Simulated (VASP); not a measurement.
# Hg2H (F-43m) in VASP: further runs, part 2 of 2

VASP 6.6.1.

### 4 Relaxation of cell and atoms, PBE

File INCAR:

```
SYSTEM = Hg2H
ALGO = Normal
EDIFF = 1E-7
EDIFFG = -0.04
ENCUT = 600
GGA = PE
IBRION = 2
ISIF = 3
ISMEAR = 0
LASPH = .TRUE.
LCHARG = .FALSE.
LREAL = .FALSE.
LWAVE = .FALSE.
NELM = 60
NSW = 90
PREC = Accurate
SIGMA = 0.1
```

File KPOINTS:

```
k-points
0
G
  4 4 4
  0 0 0
```

File POSCAR:

```
Hg2H
1.0
    0.0000000000      3.7699538600      3.7699538600
    3.7699538600      0.0000000000      3.7699538600
    3.7699538600      3.7699538600      0.0000000000
Hg H
4 2
Direct
    0.1458684000      0.1458684000      0.1458684000
    0.1458684000      0.1458684000      0.5623948000
    0.1458684000      0.5623948000      0.1458684000
    0.5623948000      0.1458684000      0.1458684000
    0.0000000000      0.0000000000      0.0000000000
    0.7500000000      0.7500000000      0.7500000000
```

Run with:

```console
> cat potpaw_PBE.64/Hg/POTCAR potpaw_PBE.64/H/POTCAR > POTCAR
> mpirun -np 1 vasp_std > vasp.out
```

Run time: 8.3 min. Hardware: 1 thread of Intel Xeon 6975P-C (Granite Rapids), shared host; peak memory 0.36 GiB.

The run converged. Its results:

```yaml
Free_energy: -3.4382 eV
Relaxed_volume: 31.86 Å³/atom
Relaxed_cell: a = 6.466 Å, b = 6.466 Å, c = 6.466 Å, α = 60.00°, β = 60.00°, γ = 60.00°
Space_group_after_relaxing_to_0.1_Å: F-43m (No. 216)
Pressure_after_relaxing: 0.0 GPa
Largest_force_after_relaxing: 0.012 eV/Å
Band_gap_on_the_k_mesh: 0.03 eV (least direct gap 0.62 eV)
```

Forces in eV/Å, atoms in the order of the input:
```
Hg   0.007  0.007  0.007
Hg  -0.007 -0.007  0.007
Hg  -0.007  0.007 -0.007
Hg   0.007 -0.007 -0.007
H    0.000  0.000  0.000
H    0.000  0.000  0.000
```

Final structure:
```
Hg H
1.0
     0.00000    4.57229    4.57229
     4.57229    0.00000    4.57229
     4.57229    4.57229    0.00000
Hg H
4 2
Direct
  0.13073 0.13073 0.13073
  0.13073 0.13073 0.60782
  0.13073 0.60782 0.13073
  0.60782 0.13073 0.13073
  0.00000 0.00000 0.00000
  0.75000 0.75000 0.75000
```

Levels at points of the mesh, in eV from the valence-band top:
| k point | band 23 | band 24 | band 25 | band 26 | band 27 | band 28 |
| --- | --- | --- | --- | --- | --- | --- |
| (0.00, 0.00, 0.00) | -0.59 | -0.59 | -0.59 | 0.03 | 1.65 | 1.65 |
| (0.50, 0.00, 0.00) | -1.09 | -1.09 | -1.03 | 0.65 | 2.27 | 2.27 |
| (0.50, 0.50, 0.00) | -1.68 | -1.68 | -0.53 | 0.57 | 2.66 | 3.68 |

Caveat: the volume moved by over 15 % at a fixed basis, so the end points are rough; the smearing spreads over this small gap; spin-orbit coupling is left out, which moves the levels of the heavy elements. A k mesh can miss the band edges.

### 5 Single point, PBE

This run uses another cell than the first one, of 32.11 Å³/atom.

File INCAR:

```
ALGO = Normal ; EDIFF = 1E-6
ENCUT = 520 ; GGA = PE
ISIF = 2 ; ISMEAR = 0
LASPH = True ; LCHARG = True
LELF = True ; LREAL = False
LVHAR = True ; LWAVE = False
NBANDS = 34 ; NELM = 60
PREC = Accurate ; SIGMA = 0.1
```

File KPOINTS:

```
k-points
0
Gamma
  8 8 8
```

File POSCAR:

```
Hg2H
1.0
    0.0000000000      4.5839104989      4.5839104989
    4.5839104989      0.0000000000      4.5839104989
    4.5839104989      4.5839104989      0.0000000000
Hg H
4 2
Direct
    0.8690912993      0.3927261021      0.8690912993
    0.8690912993      0.8690912993      0.8690912993
    0.3927261021      0.8690912993      0.8690912993
    0.8690912993      0.8690912993      0.3927261021
    0.0000000000      0.0000000000      0.0000000000
    0.2500000000      0.2500000000      0.2500000000
```

Run with:

```console
> cat potpaw_PBE.64/Hg/POTCAR potpaw_PBE.64/H/POTCAR > POTCAR
> mpirun -np 1 vasp_std > vasp.out
```

It took 76 s on 1 thread of Intel Xeon 6975P-C (Granite Rapids), shared host; peak memory 0.4 GiB.

Results (log left out):

- Free energy: -3.4443 eV
- Pressure: 0.1 GPa
- Largest force: 0.014 eV/Å
- Band gap on the k mesh: zero (bands 25 and 26 overlap by 0.03 eV)

Forces on the atoms (eV/Å):
```
Hg  -0.008  0.008 -0.008
Hg   0.008  0.008  0.008
Hg   0.008 -0.008 -0.008
Hg  -0.008 -0.008  0.008
H    0.000  0.000  0.000
H    0.000  0.000  0.000
```

Levels at points of the mesh, in eV from the Fermi level:
| k point | band 23 | band 24 | band 25 | band 26 | band 27 | band 28 |
| --- | --- | --- | --- | --- | --- | --- |
| (0.00, 0.00, 0.00) | -0.60 | -0.60 | -0.60 | 0.02 | 1.67 | 1.67 |
| (0.50, 0.00, 0.00) | -1.09 | -1.09 | -1.01 | 0.65 | 2.29 | 2.29 |
| (0.50, 0.50, 0.00) | -1.67 | -1.67 | -0.52 | 0.58 | 2.66 | 3.67 |

Caveat: spin-orbit coupling is left out, which moves the levels of the heavy elements.

### 6 Relaxation of cell and atoms, PBE

This run uses another cell than the first one, of 30.95 Å³/atom.

File INCAR:

```
PREC = Accurate
ENCUT = 600
EDIFF = 1E-6
ISMEAR = 0
SIGMA = 0.1
LREAL = False
LASPH = True
NELM = 60
ALGO = Normal
ISIF = 3
LWAVE = False
LCHARG = False
GGA = PE
IBRION = 2
NSW = 100
EDIFFG = -0.01
```

File KPOINTS:

```
regular mesh
0
Gamma
  8 8 8
```

File POSCAR:

```
Hg2H
1.0
    0.0000000000      4.5281999234      4.5281999234
    4.5281999234      0.0000000000      4.5281999234
    4.5281999234      4.5281999234      0.0000000000
Hg H
4 2
Direct
    0.8690353496      0.3928939513      0.8690353496
    0.8690353496      0.8690353496      0.8690353496
    0.3928939513      0.8690353496      0.8690353496
    0.8690353496      0.8690353496      0.3928939513
    0.0000000000      0.0000000000      0.0000000000
    0.2500000000      0.2500000000      0.2500000000
```

Potentials or basis: VASP PAW PBE potentials, release 64 (Hg, H).

Run with:

```console
> cat potpaw_PBE.64/Hg/POTCAR potpaw_PBE.64/H/POTCAR > POTCAR
> mpirun -np 1 vasp_std > vasp.out
```

OUTCAR:

```text
PREC = Accurate
   ENCUT = 600
   EDIFF = 1E-6
   ISMEAR = 0
   LREAL = False
   LASPH = True
   NELM = 60
   ISIF = 3
   GGA = PE
   IBRION = 2
   NSW = 100
   EDIFFG = -0.01

 ion  position               nearest neighbor table
   1  0.869  0.393  0.869-   5 2.05   3 3.05   4 3.05   2 3.05   3 3.35   4 3.35   2 3.35
   2  0.869  0.869  0.869-   5 2.05   3 3.05   4 3.05   1 3.05   1 3.35   4 3.35   3 3.35
   3  0.393  0.869  0.869-   5 2.05   2 3.05   4 3.05   1 3.05   1 3.35   4 3.35   2 3.35
   4  0.869  0.869  0.393-   5 2.05   2 3.05   3 3.05   1 3.05   3 3.35   1 3.35   2 3.35
   5  0.000  0.000  0.000-   2 2.05   1 2.05   3 2.05   4 2.05
   6  0.250  0.250  0.250-

  LATTYP: Found a face centered cubic cell.
 ALAT       =     9.0563998468

  Lattice vectors:

 A1 = (   0.0000000000,   4.5281999234,   4.5281999234)
 A2 = (   4.5281999234,   0.0000000000,   4.5281999234)
 A3 = (   4.5281999234,   4.5281999234,   0.0000000000)
[... 271 lines left out ...]
  free energy    TOTEN  =        -3.44411217 eV

  energy without entropy =       -3.43570002  energy(sigma->0) =       -3.43990609

 E-fermi :  -1.2605     XC(G=0):  -7.3293

 val. band max:       -1.2660535754   @ k =  -0.2500   0.5000   0.2500
 cond. band min:      -1.2386531960   @ k =   0.1250   0.0000   0.0000
 fundamental gap:      0.0274003794
 Fermi energy:        -1.2605358101

 k-point     1 :       0.0000    0.0000    0.0000
  band No.  band energies     occupation
      1     -10.2261      2.00000
      2      -8.1816      2.00000
      3      -8.1816      2.00000
      4      -8.1816      2.00000
      5      -7.9219      2.00000
      6      -7.9219      2.00000
[... 781 lines left out ...]
     29       2.5977      0.00000
     30       2.9432      0.00000

 [... further k-points ...]

------------------------ aborting loop because EDIFF is reached ----------------------------------------

  FORCE on cell =-STRESS in cart. coord.  units (eV):
  Direction    XX          YY          ZZ          XY          YZ          ZX
  --------------------------------------------------------------------------------------
  -------------------------------------------------------------------------------------
  Total        0.0429111      0.0429111      0.0429111      0.0000000      0.0000000     -0.0000000
  in kB        0.3551566      0.3551566      0.3551566      0.0000000      0.0000000     -0.0000000
  external PRESSURE =       0.3551566 kB  Pullay stress =       0.0000000 kB
[... 21 lines left out ...]
  FREE ENERGIE OF THE ION-ELECTRON SYSTEM (eV)
  ---------------------------------------------------
  free  energy   TOTEN  =        -3.4441121731 eV

  energy  without entropy=       -3.4357000155  energy(sigma->0) =       -3.43990609

 reached required accuracy - stopping structural energy minimisation
```

CONTCAR:

```text
Hg2H
   1.00000000000000
     0.0000000000000000    4.5913828565718537    4.5913828565718537
     4.5913828565718537   -0.0000000000000000    4.5913828565718537
     4.5913828565718537    4.5913828565718537    0.0000000000000000
  Hg              H
     4     2
Direct
     0.8692096332845970    0.3923711002462035    0.8692096332845970
     0.8692096332845970    0.8692096332845970    0.8692096332845970
     0.3923711002462035    0.8692096332845970    0.8692096332845970
     0.8692096332845970    0.8692096332845970    0.3923711002462035
     0.0000000000000000    0.0000000000000000    0.0000000000000000
     0.2500000000000000    0.2500000000000000    0.2500000000000000

  0.00000000E+00  0.00000000E+00  0.00000000E+00
  0.00000000E+00  0.00000000E+00  0.00000000E+00
  0.00000000E+00  0.00000000E+00  0.00000000E+00
  0.00000000E+00  0.00000000E+00  0.00000000E+00
  0.00000000E+00  0.00000000E+00  0.00000000E+00
  0.00000000E+00  0.00000000E+00  0.00000000E+00
```

Run time: 4.5 min. Hardware: 1 thread of Intel Xeon 6975P-C (Granite Rapids), shared host; peak memory 0.5 GiB.

Results:

```
Free energy                           : -3.4441 eV
Relaxed volume                        : 32.26 Å³/atom
Relaxed cell                          : a = 6.493 Å, b = 6.493 Å, c = 6.493 Å, α = 60.00°, β = 60.00°, γ = 60.00°
Space group after relaxing (to 0.1 Å) : F-43m (No. 216)
Energy gained by relaxing             : 2.6 meV/atom
Ionic steps                           : 3
Pressure after relaxing               : 0.0 GPa
Band gap on the k mesh                : zero (bands 25 and 26 overlap by 0.03 eV)
```

The path:
```tsv
step	energy change (eV)	largest force (eV/Å)	pressure (GPa)	volume (Å³)
1	0.0000	0.0231	0.61	185.70
2	-0.0096	0.0110	0.36	188.88
3	-0.0154	0.0018	0.04	193.58
```

Final structure:
```cif
data_structure
_symmetry_space_group_name_H-M 'P 1'
_symmetry_Int_Tables_number 1
_cell_length_a 6.4932
_cell_length_b 6.4932
_cell_length_c 6.4932
_cell_angle_alpha 60.000
_cell_angle_beta 60.000
_cell_angle_gamma 60.000
_cell_volume 193.58
loop_
_atom_site_label
_atom_site_type_symbol
_atom_site_fract_x
_atom_site_fract_y
_atom_site_fract_z
_atom_site_occupancy
Hg1 Hg 0.86921 0.39237 0.86921 1
Hg2 Hg 0.86921 0.86921 0.86921 1
Hg3 Hg 0.39237 0.86921 0.86921 1
Hg4 Hg 0.86921 0.86921 0.39237 1
H1 H 0.00000 0.00000 0.00000 1
H2 H 0.25000 0.25000 0.25000 1
```

Caveat: spin-orbit coupling is left out, which moves the levels of the heavy elements.

### 7 Overview

| task | cell | k mesh | cutoff (eV) | gap on the mesh (eV) | pressure (GPa) | relaxed volume (Å³/atom) | largest force (eV/Å) |
| --- | --- | --- | --- | --- | --- | --- | --- |
| single point | a = 5.332 Å, angles 60.0°, 6 atoms, atomic positions A | 4 × 4 × 4 | 520 | none | 83.1 | - | 26.69 |
| single point | a = 6.404 Å, angles 60.0°, 6 atoms, atomic positions B | 4 × 4 × 4 | 520 | 0.01 | 0.4 | - | 0.03 |
| relaxation of cell and atoms | relaxed from a = 5.332 Å, angles 60.0°, 6 atoms, atomic positions A | 4 × 4 × 4 | 600 | 0.03 | 0.0 | 31.86 | 0.01 |
| single point | a = 6.483 Å, angles 60.0°, 6 atoms, atomic positions C | 8 × 8 × 8 | 520 | none | 0.1 | - | 0.01 |
| relaxation of cell and atoms | relaxed from a = 6.404 Å, angles 60.0°, 6 atoms, atomic positions B | 8 × 8 × 8 | 600 | none | 0.0 | 32.26 | - |

Alike in all rows: level PBE; potentials or basis VASP PAW PBE potentials, release 64 (Hg, H); no spin polarisation; smearing gaussian 0.1 eV.

Caveats: some runs use coarse meshes; spin-orbit coupling is left out, which moves the levels of the heavy elements; the smearing spreads over this small gap (at least some runs); forces of over 1 eV/Å act on the atoms, so gaps and moduli don't describe the material at rest (at least some runs); the volume moved by over 15 % at a fixed basis, so the end points are rough (at least some runs).

Total energies depend on the potentials used, so only differences within one code and one set of settings carry meaning.

The gap in the log of VASP goes by the Fermi energy; the results here count the filled bands.